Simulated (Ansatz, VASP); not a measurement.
# One calculation of BP, two programs

File POSCAR:

```
BP
1.0
    0.0000000000      2.1782400000      2.3597600000
    2.1782400000      0.0000000000      2.3597600000
    2.1782400000      2.1782400000      0.0000000000
B P
1 1
Direct
    0.0000000000      0.0000000000      0.0000000000
    0.7500000000      0.7500000000      0.7500000000
```

INCAR.step1

```
PREC     = Accurate       # precision mode
ENCUT    = 520            # plane-wave cutoff, eV
ISMEAR   = 0              # smearing method
SIGMA    = 0.05           # smearing width, eV
LREAL    = F              # projectors in reciprocal space
LASPH    = T              # aspherical terms in the spheres
NELM     = 60             # most SCF steps
NBANDS   = 11             # bands
GGA      = PE             # functional
ALGO     = Normal         # electronic algorithm
EDIFF    = 1E-4           # SCF threshold, eV
LWAVE    = T              # write WAVECAR
LCHARG   = F              # write CHGCAR
```

Contents of INCAR.step2:

```
PREC     = Accurate       # precision mode
ENCUT    = 520            # plane-wave cutoff, eV
EDIFF    = 1E-7           # SCF threshold, eV
ISMEAR   = 0              # smearing method
SIGMA    = 0.05           # smearing width, eV
LREAL    = F              # projectors in reciprocal space
LASPH    = T              # aspherical terms in the spheres
NELM     = 60             # most SCF steps
ALGO     = Normal         # electronic algorithm
ISIF     = 2              # what is computed and relaxed
LWAVE    = F              # write WAVECAR
LCHARG   = F              # write CHGCAR
METAGGA  = R2SCAN         # meta-GGA
LMIXTAU  = T            
NBANDS   = 11             # bands
ISTART   = 1
```

KPOINTS

```
regular mesh
0
Gamma
  10 10 10
```

Input for Ansatz:

```yaml
crystal:
  lattice:
    - [0.0, 2.17824, 2.35976]
    - [2.17824, 0.0, 2.35976]
    - [2.17824, 2.17824, 0.0]
  atoms:
    - { symbol: B, position: [0.0, 0.0, 0.0] }
    - { symbol: P, position: [0.75, 0.75, 0.75] }
basis:
  ecutwfc: 500
kpoints:
  mp_grid: { grid: [10, 10, 10] }
hamiltonian:
  xc: r2scan
scf:
  occupations: { method: gaussian, width: 0.05 }
output:
  forces: true
  stress: true
  eigenvalues: true
```

Change from the starting cell: strain -0.040 along x and y, +0.040 along z, atoms carried along.

Alike in both runs: task single point; functional r2SCAN; k mesh 10 × 10 × 10; occupations gaussian, width 0.05 eV; no spin polarisation.

|  | VASP | Ansatz |
| --- | --- | --- |
| version | VASP 6.6.1 | Ansatz 0.2.0 |
| potentials or method | VASP PAW PBE potentials, release 64 (B, P), cutoff 520 eV | scalar-relativistic, plane waves, PAW |
| valence electrons in the cell | 8 | 8 |

VASP gave:

```
gap on the k mesh at the Fermi level (eV)                     : 0.74
least direct gap on the mesh (eV)                             : 3.27
pressure (GPa)                                                : 7.0
traceless stress, the component that is largest in VASP (GPa) : -17.73
```

Problem. Estimate Ansatz's values.

Solution. gap on the k mesh at the Fermi level (eV): 0.71; least direct gap on the mesh (eV): 3.23; pressure (GPa): 7.5; traceless stress, the component that is largest in VASP (GPa): -17.66.

VASP's potentials were made for PBE, not for r2SCAN.
